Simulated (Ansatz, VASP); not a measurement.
## Nb in VASP and in Ansatz

```
CELL_PARAMETERS angstrom
0.00000 2.15648 2.15648
2.15648 0.00000 2.15648
2.15648 2.15648 0.00000
ATOMIC_POSITIONS crystal
Nb 0.00000 0.00000 0.00000
```

Change from the starting cell: volume scaled by 1.06, crystal datasets.

Alike in both runs: task electric field gradients; functional LDA; k mesh 13 × 13 × 13; occupations fermi-dirac, width 0.03 eV; no spin polarisation.

```csv
,VASP,Ansatz
version,VASP 6.6.1,Ansatz 0.2.0
potentials or method,"VASP PAW LDA potentials, release 64 (Nb_sv), cutoff 520 eV","all-electron PAW with datasets made for the crystal, scalar-relativistic"
```

|  | VASP | Ansatz | Ansatz less VASP |
| --- | --- | --- | --- |
| pressure (GPa) | -17.9 | -17.8 | +0.09 |

LDA's correlation is that of Perdew and Zunger in VASP and of Perdew and Wang (1992) in Ansatz. Ansatz ran all-electron here, and VASP with PAW potentials.
